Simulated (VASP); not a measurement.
Here is a VASP 6.6.1 calculation.

INCAR

```
SYSTEM = GaAs
PREC = Accurate ; ENCUT = 520
EDIFF = 1E-7 ; ISMEAR = -1
SIGMA = 0.03 ; LREAL = .False.
LASPH = .True. ; NELM = 80
ALGO = Normal ; ISIF = 2
LWAVE = .False. ; LCHARG = .False.
GGA = PS ; NBANDS = 16
```

File KPOINTS:

```
Automatic mesh
0
Gamma
  6 6 6
  0 0 0
```

The input POSCAR:

```
GaAs
1.0
    3.3056438225      0.0000000000      0.0000000000
    0.0000000000      3.3056438225      0.0000000000
    0.0000000000      0.0000000000      3.3056438225
Ga As
1 1
Direct
    0.0000000000      0.0000000000      0.0000000000
    0.5000000000      0.5000000000      0.5000000000
```

Potentials or basis: VASP PAW PBE potentials, release 64 (Ga_d, As).

The run is started by

```console
$ cat potpaw_PBE.64/Ga_d/POTCAR potpaw_PBE.64/As/POTCAR > POTCAR
$ mpirun -np 1 vasp_std > vasp.out
```

What does it give for the pressure?

0.2 GPa.

Estimate the band gap on the k mesh.

zero (band 9 reaches 7.68 eV, above the bottom of band 10 at 4.07 eV).

Caveat: the PAW data sets were made with another functional, which shifts forces and pressure a little.
